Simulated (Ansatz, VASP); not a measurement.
# Two plane-wave programs on La

```
La
1.0
     0.00000    2.78574    2.78574
     2.78574    0.00000    2.78574
     2.78574    2.78574    0.00000
La
1
Direct
  0.00000 0.00000 0.00000
```

Alike in both runs: task single point; functional BLYP; k mesh 16 × 16 × 16; occupations fermi-dirac, width 0.1 eV; no spin polarisation.

|  | VASP | Ansatz |
| --- | --- | --- |
| version | VASP 6.6.1 | Ansatz 0.2.0 |
| potentials or method | VASP PAW PBE potentials, release 64 (La), cutoff 520 eV | plane waves (420 eV) with PAW, scalar-relativistic |
| valence electrons in the cell | 11 | 11 |

|  | VASP | Ansatz | Ansatz less VASP |
| --- | --- | --- | --- |
| pressure (GPa) | -1.8 | -1.7 | +0.04 |

VASP's potentials were made for PBE, not for BLYP. The functional is the same, so the differences come from potentials, cutoffs and numerics.

Spin-orbit coupling is off throughout.
